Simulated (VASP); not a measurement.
# B5N (P-62m) in VASP: relaxation of cell and atoms with PBE

Aim: the relaxation of cell and atoms of B5N with PBE.

Everything below comes from runs of VASP 6.6.1. Logs are shortened: lines on timing, memory, paths and dates and some standing lists are left out, and cuts for length are marked.

## 1. The cell of the first run

The structure is hexagonal, space group P-62m (No. 189). Conventional cell: a = 3.920 Å, b = 3.920 Å, c = 3.664 Å, α = 90.00°, β = 90.00°, γ = 120.00°. B (site symmetry m2m) has 10 B at 2.25 to 2.28 Å and 2 N at 2.25 Å within 3.0 Å. B (site symmetry -6) has 9 B at 2.25 to 2.26 Å and 3 N at 2.26 Å within 3.0 Å. Within 3.0 Å of N (site symmetry -62m) lie 12 B at 2.25 to 2.26 Å.

The cell was generated, and may not be a known phase.

## 2. Relaxation of cell and atoms, PBE

File INCAR:

```
SYSTEM = B5N
PREC     = Accurate       ! precision mode
ENCUT    = 1330           ! plane-wave cutoff, eV
EDIFF    = 1E-7           ! SCF threshold, eV
ISMEAR   = 0              ! smearing method
SIGMA    = 0.1            ! smearing width, eV
LREAL    = .False.        ! projectors in reciprocal space
LASPH    = .True.         ! aspherical terms in the spheres
NELM     = 120            ! most SCF steps
ALGO     = Normal         ! electronic algorithm
ISIF     = 3              ! what is computed and relaxed
LWAVE    = .False.        ! write WAVECAR
LCHARG   = .False.        ! write CHGCAR
GGA      = PE             ! functional
IBRION   = 2              ! ionic algorithm
NSW      = 90             ! ionic steps
EDIFFG   = -0.04          ! ionic threshold
GGA_COMPAT= .False.      
NELMIN   = 4
```

File KPOINTS:

```
Automatic mesh
0
Gamma
  6 6 6
  0 0 0
```

File POSCAR:

```
B5N
1.0
    3.9202774600      0.0000000000      0.0000000000
   -1.9601387300      3.3950598700      0.0000000000
    0.0000000000      0.0000000000      3.6636087100
B N
5 1
Direct
    0.6647854400      0.6647854400      0.0000000000
    0.3333333300      0.6666666700      0.5000000000
    0.0000000000      0.3352145600      0.0000000000
    0.3352145600      0.0000000000      0.0000000000
    0.6666666700      0.3333333300      0.5000000000
    0.0000000000      0.0000000000      0.5000000000
```

Potentials or basis: VASP PAW PBE potentials, release 64 (B_h, N_h).

Command:

```bash
cat potpaw_PBE.64/B_h/POTCAR potpaw_PBE.64/N_h/POTCAR > POTCAR
mpirun -np 1 vasp_std > vasp.out
```

OUTCAR:

```text
SYSTEM = B5N
   PREC = Accurate
   ENCUT = 1330
   EDIFF = 1E-7
   ISMEAR = 0
   LREAL = .False.
   LASPH = .True.
   NELM = 120
   ISIF = 3
   GGA = PE
   IBRION = 2
   NSW = 90
   EDIFFG = -0.04
   NELMIN = 4

 ion  position               nearest neighbor table
   1  0.665  0.665  0.000-
   2  0.333  0.667  0.500-
   3  0.000  0.335  0.000-
   4  0.335  0.000  0.000-
   5  0.667  0.333  0.500-
   6  0.000  0.000  0.500-

  LATTYP: Found a hexagonal cell.
 ALAT       =     3.9202774600
 C/A-ratio  =     0.9345279122

  Lattice vectors:

 A1 = (   3.9202774600,   0.0000000000,   0.0000000000)
 A2 = (  -1.9601387300,   3.3950598700,   0.0000000000)
 A3 = (   0.0000000000,   0.0000000000,   3.6636087100)

Analysis of symmetry for initial positions (statically):
=====================================================================
 Subroutine PRICEL returns:
 Original cell was already a primitive cell.

 Routine SETGRP: Setting up the symmetry group for a
 hexagonal supercell.

 Subroutine GETGRP returns: Found 12 space group operations
 (whereof 12 operations were pure point group operations)
 out of a pool of 24 trial point group operations.

The static configuration has the point symmetry D_3h.

Analysis of symmetry for dynamics (positions and initial velocities):
=====================================================================
 Subroutine PRICEL returns:
 Original cell was already a primitive cell.

 Routine SETGRP: Setting up the symmetry group for a
 hexagonal supercell.

 Subroutine GETGRP returns: Found 12 space group operations
 (whereof 12 operations were pure point group operations)
 out of a pool of 24 trial point group operations.

The dynamic configuration has the point symmetry D_3h.

 Subroutine INISYM returns: Found 12 space group operations
 (whereof 12 operations are pure point group operations),
 and found     1 'primitive' translations

----------------------------------------------------------------------------------------

                                     Primitive cell

  volume of cell :      48.7611

  direct lattice vectors                    reciprocal lattice vectors
     3.920277460  0.000000000  0.000000000     0.255083986  0.147272808  0.000000000
    -1.960138730  3.395059870  0.000000000     0.000000000  0.294545616  0.000000000
     0.000000000  0.000000000  3.663608710     0.000000000  0.000000000  0.272954914

  length of vectors
     3.920277460  3.920277460  3.663608710     0.294545616  0.294545616  0.272954914

  position of ions in fractional coordinates (direct lattice)
     0.664785440  0.664785440  0.000000000
     0.333333330  0.666666670  0.500000000
     0.000000000  0.335214560  0.000000000
     0.335214560  0.000000000  0.000000000
     0.666666670  0.333333330  0.500000000
     0.000000000  0.000000000  0.500000000

  ion indices of the primitive-cell ions
   primitive index   ion index
                 1           1
                 2           2
                 3           3
                 4           4
                 5           5
                 6           6

----------------------------------------------------------------------------------------

 KPOINTS: Automatic mesh

Automatic generation of k-mesh.
 Grid dimensions read from file:
 generate k-points for:    6    6    6

 Generating k-lattice:

  Cartesian coordinates                     Fractional coordinates (reciprocal lattice)
     0.042513998  0.024545468  0.000000000     0.166666667  0.000000000  0.000000000
     0.000000000  0.049090936  0.000000000     0.000000000  0.166666667  0.000000000
     0.000000000  0.000000000  0.045492486     0.000000000  0.000000000  0.166666667

  Length of vectors
     0.049090936  0.049090936  0.045492486

  Shift w.r.t. Gamma in fractional coordinates (k-lattice)
     0.000000000  0.000000000  0.000000000

 Subroutine IBZKPT returns following result:
 ===========================================

 Found     28 irreducible k-points:

 Following reciprocal coordinates:
            Coordinates               Weight
  0.000000  0.000000  0.000000      1.000000
  0.166667 -0.000000  0.000000      6.000000
  0.333333 -0.000000  0.000000      6.000000
  0.500000 -0.000000  0.000000      3.000000
  0.166667  0.166667  0.000000      6.000000
  0.333333  0.166667  0.000000     12.000000
[... 16 lines left out ...]
  0.166667 -0.000000  0.500000      6.000000
  0.333333 -0.000000  0.500000      6.000000
 [... further k-points ...]
   k-points           NKPTS =     28   k-points in BZ     NKDIM =     28   number of bands    NBANDS=     14
   number of dos      NEDOS =    301   number of ions     NIONS =      6
   total plane-waves  NPLWV = 110592
   dimension x,y,z NGX =    48 NGY =   48 NGZ =   48
   dimension x,y,z NGXF=    96 NGYF=   96 NGZF=   96
   ions per type =               5   1
   NGX,Y,Z   is equivalent  to a cutoff of  20.36, 20.36, 21.78 a.u.
   NGXF,Y,Z  is equivalent  to a cutoff of  40.71, 40.71, 43.56 a.u.
 SYSTEM =  B5N
   PREC   = accura    normal or accurate (medium, high low for compatibility)
   ISTART =      0    job   : 0-new  1-cont  2-samecut
   ICHARG =      2    charge: 1-file 2-atom 10-const
   ISPIN  =      1    spin polarized calculation?
   LNONCOLLINEAR =      F non collinear calculations
   LSORBIT =      F    spin-orbit coupling
   LASPH  =      T    aspherical Exc in radial PAW
   ENCUT  = 1330.0 eV  97.75 Ry    9.89 a.u.  11.66 11.66 10.89*2*pi/ulx,y,z
   NELM   =    120;   NELMIN=  4; NELMDL= -5     # of ELM steps
   EDIFF  = 0.1E-06   stopping-criterion for ELM
   LREAL  =      F    real-space projection
   EDIFFG = -.4E-01   stopping-criterion for IOM
   NSW    =     90    number of steps for IOM
   IBRION =      2    ionic relax: 0-MD 1-quasi-New 2-CG
   NFREE  =      1    steps in history (QN), initial steepest desc. (CG)
   ISIF   =      3    stress and relaxation
   ISYM   =      2    0-nonsym 1-usesym 2-fastsym
   POTIM  = 0.5000    time-step for ionic-motion
   TEBEG  =    0.0;   TEEND  =   0.0 temperature during run
   PSTRESS=    0.0 pullay stress
   NELECT =      20.0000    total number of electrons
   NUPDOWN=      -1.0000    fix difference up-down
   EMIN   =  10.00;   EMAX   =-10.00  energy-range for DOS
   EFERMI =   0.00;   METHOD = LEGACY
   ISMEAR =     0;   SIGMA  =   0.10  broadening in eV -4-tet -1-fermi 0-gaus
   EFERMI_NEDOS =   21; number of points for ismear=-14 and -15
   IALGO  =     38    algorithm
   IMIX   =      4    mixing-type and parameters
     AMIX     =   0.40;   BMIX     =  1.00
     AMIX_MAG =   1.60;   BMIX_MAG =  1.00
  volume/ion in A,a.u.               =       8.13        54.84
  Fermi-wavevector in a.u.,A,eV,Ry     =   1.216355  2.298578 20.130089  1.479520
  Thomas-Fermi vector in A             =   2.351712
   LORBIT       =      0    0 simple, 1 ext, 2 COOP (PROOUT), +10 PAW based schemes
   GGA     = PE    functional components
   LHFCALC =     F    Hartree Fock is set to
   AEXX    =    0.0000 exact exchange contribution
   IVDW    =     0    specifies the selected vdW correction
   LEPSILON=     F    determine dielectric tensor
   LRPA    =     F    only Hartree local field effects (RPA)
 conjugate gradient relaxation of ions
 non-spin polarized calculation
 Gauss-broadening in eV      SIGMA  =   0.10
  energy-cutoff  :     1330.00
  volume of cell :       48.76
 maximum number of plane-waves:      5410
 NGX is ok and might be reduce to    48
   NGX = 23   NGY = 23   NGZ = 21

--------------------------------------- Ionic step        1  -------------------------------------------

 number of electron      20.0000000 magnetization

 Free energy of the ion-electron system (eV)
  ---------------------------------------------------
  ext. energy  EPLUGINS =         0.00000000
  ---------------------------------------------------
  free energy    TOTEN  =       -28.44807562 eV

  energy without entropy =      -28.43636823  energy(sigma->0) =      -28.44222193

------------------------ aborting loop because EDIFF is reached ----------------------------------------

  FORCE on cell =-STRESS in cart. coord.  units (eV):
  Direction    XX          YY          ZZ          XY          YZ          ZX
  --------------------------------------------------------------------------------------
  -------------------------------------------------------------------------------------
  Total      -10.6144400    -10.6144400    -11.1255362      0.0000000      0.0000000      0.0000000
  in kB     -348.7661624   -348.7661624   -365.5596107      0.0000000      0.0000000      0.0000000
  external PRESSURE =    -354.3639785 kB  Pullay stress =       0.0000000 kB
[... 101 lines left out ...]
  FREE ENERGIE OF THE ION-ELECTRON SYSTEM (eV)
  ---------------------------------------------------
  free  energy   TOTEN  =       -30.2092819504 eV

  energy  without entropy=      -30.2030339885  energy(sigma->0) =      -30.20615797

 E-fermi :  10.1697     XC(G=0): -12.7747

 val. band max:       10.1670614884   @ k =   0.0000   0.0000   0.3333
 cond. band min:      10.2285168909   @ k =   0.1667   0.1667   0.1667
 fundamental gap:      0.0614554025
 Fermi energy:        10.1697163472

 k-point     1 :       0.0000    0.0000    0.0000
  band No.  band energies     occupation
      1      -8.6547      2.00000
      2      -1.3164      2.00000
      3       0.5792      2.00000
      4       2.7921      2.00000
      5       4.3436      2.00000
      6       4.3436      2.00000
      7       6.2722      2.00000
      8       6.2722      2.00000
      9       6.5906      2.00000
     10       9.9756      1.99394
     11       9.9756      1.99394
     12      10.3427      0.01444
     13      13.5115      0.00000
     14      14.9161      0.00000
[... 379 lines left out ...]
      3      -0.9604      2.00000
      4       0.2861      2.00000
      5       2.6548      2.00000
      6       4.0350      2.00000
      7       4.4942      2.00000
      8       7.5519      2.00000
      9       9.9474      1.99834
     10      10.4339      0.00019
     11      11.6118      0.00000
     12      13.8591      0.00000
     13      14.5284      0.00000
     14      15.1672      0.00000

 [... further k-points ...]

[... ionic steps 4 to 27 ...]

--------------------------------------- Ionic step       28  -------------------------------------------

 number of electron      20.0000000 magnetization

------------------------ aborting loop because EDIFF is reached ----------------------------------------
[... 75 lines left out ...]
--------------------------------------- Ionic step       30  -------------------------------------------

 number of electron      20.0000000 magnetization

 Free energy of the ion-electron system (eV)
  ---------------------------------------------------
  ext. energy  EPLUGINS =         0.00000000
  ---------------------------------------------------
  free energy    TOTEN  =       -32.70768530 eV

  energy without entropy =      -32.68938951  energy(sigma->0) =      -32.69853740

 E-fermi :   6.6356     XC(G=0): -11.3281

 val. band max:        6.6120067811   @ k =   0.1667  -0.0000   0.1667
 cond. band min:       6.7152187944   @ k =   0.1667  -0.0000   0.3333
 fundamental gap:      0.1032120133
 Fermi energy:         6.6355707129

 k-point     1 :       0.0000    0.0000    0.0000
  band No.  band energies     occupation
      1     -11.2631      2.00000
      2      -6.2719      2.00000
      3      -1.2749      2.00000
      4      -0.2312      2.00000
      5       1.5863      2.00000
      6       1.5863      2.00000
      7       3.2806      2.00000
      8       4.7296      2.00000
      9       4.7296      2.00000
     10       5.2496      2.00000
     11       5.7249      2.00000
     12       5.7249      2.00000
     13      10.2983      0.00000
     14      12.0969      0.00000
[... 424 lines left out ...]
  FREE ENERGIE OF THE ION-ELECTRON SYSTEM (eV)
  ---------------------------------------------------
  free  energy   TOTEN  =       -32.7076852977 eV

  energy  without entropy=      -32.6893895053  energy(sigma->0) =      -32.69853740

 reached required accuracy - stopping structural energy minimisation
```

Wall time 18 min (1 thread of AMD EPYC 9R45 (Zen 5), shared host); peak memory 0.33 GiB.

Results:

* Free energy: -32.7077 eV
* Relaxed volume: 8.30 Å³/atom
* Relaxed cell: a = 3.290 Å, b = 3.290 Å, c = 5.310 Å, α = 90.00°, β = 90.00°, γ = 120.00°
* Space group after relaxing (to 0.1 Å): P-62m (No. 189)
* Energy gained by relaxing: 709.9 meV/atom
* Ionic steps: 30
* Pressure after relaxing: -0.4 GPa
* Largest force after relaxing: 0.017 eV/Å
* Band gap on the k mesh: zero (bands 10 and 11 overlap by 1.93 eV)

Forces on the atoms (eV/Å):
```
B    0.009  0.015  0.000
B    0.000  0.000  0.000
B    0.009 -0.015  0.000
B   -0.017  0.000  0.000
B    0.000  0.000  0.000
N    0.000  0.000  0.000
```

Step by step:
| step | energy change (eV) | largest force (eV/Å) | pressure (GPa) | volume (Å³) |
| --- | --- | --- | --- | --- |
| 1 | 0.0000 | 0.8570 | -35.44 | 48.76 |
| 2 | -1.7600 | 1.0254 | 0.32 | 37.14 |
| 3 | -1.7612 | 1.0252 | 1.98 | 36.89 |
| 4 | -1.9030 | 0.7591 | 2.81 | 36.78 |
| 5 | -2.1610 | 0.3286 | 9.89 | 36.47 |
| 6 | -2.4112 | 0.0281 | 26.55 | 35.81 |
| 7 | -2.4753 | 0.0124 | 25.30 | 35.99 |
| 8 | -2.6532 | 0.0647 | 21.06 | 36.55 |
| 9 | -2.9001 | 0.3103 | 11.87 | 37.65 |
| 10 | -2.9187 | 0.8400 | -7.23 | 39.85 |
| 11 | -2.9797 | 0.6620 | 0.18 | 38.99 |
| 12 | -3.0637 | 0.6455 | 0.88 | 39.02 |
| 13 | -3.2890 | 0.5652 | 3.54 | 39.08 |
| 14 | -3.6500 | 0.2392 | 10.43 | 39.07 |
| 15 | -3.5754 | 0.5200 | 35.02 | 38.60 |
| 16 | -3.7973 | 0.1152 | 19.58 | 38.91 |
| 17 | -3.9406 | 0.0810 | 14.36 | 40.25 |
| 18 | -4.1782 | 0.0717 | 2.74 | 44.36 |
| 19 | -4.1743 | 0.2487 | -7.96 | 52.99 |
| 20 | -4.2243 | 0.2027 | -4.93 | 49.38 |
| 21 | -4.2278 | 0.1857 | -3.89 | 48.42 |
| 22 | -4.2530 | 0.0969 | -0.77 | 48.89 |
| 23 | -4.2543 | 0.0737 | 0.05 | 49.00 |
| 24 | -4.2543 | 0.0716 | 0.14 | 49.01 |
| 25 | -4.2548 | 0.0679 | 0.09 | 49.06 |
| 26 | -4.2563 | 0.0578 | -0.04 | 49.20 |
| 27 | -4.2582 | 0.0416 | -0.34 | 49.48 |
| 28 | -4.2588 | 0.0225 | -1.09 | 50.04 |
| 29 | -4.2590 | 0.0274 | -0.81 | 49.85 |
| 30 | -4.2596 | 0.0170 | -0.36 | 49.78 |

Final structure:
```
B N
1.0
     3.29020    0.00000    0.00000
    -1.64510    2.84939    0.00000
     0.00000    0.00000    5.30957
B N
5 1
Cartesian
  0.7809 1.3526 0.0000
  0.0000 1.8996 2.6548
  2.4260 1.4968 0.0000
  1.7284 0.0000 0.0000
  1.6451 0.9498 2.6548
  0.0000 0.0000 2.6548
```

Levels at points of the mesh, in eV from the Fermi level:
```
           k point  band 7  band 8  band 9  band 10  band 11  band 12  band 13  band 14
(0.00, 0.00, 0.00)   -3.35   -1.91   -1.91    -1.39    -0.91    -0.91     3.66     5.46
(0.50, 0.00, 0.00)   -3.91   -3.86   -2.96    -1.10     0.83     3.47     4.33     5.41
(0.00, 0.00, 0.50)   -5.03   -1.98   -1.89    -1.89    -0.99    -0.99     2.72     5.06
(0.50, 0.00, 0.50)   -3.54   -2.40   -1.42    -1.26    -0.30     1.47     3.55     5.03
```

Caveat: a cell axis changed by over 15 % at a fixed basis, so the end point is rough.

The gap in the log of VASP goes by the Fermi energy; the results here count the filled bands.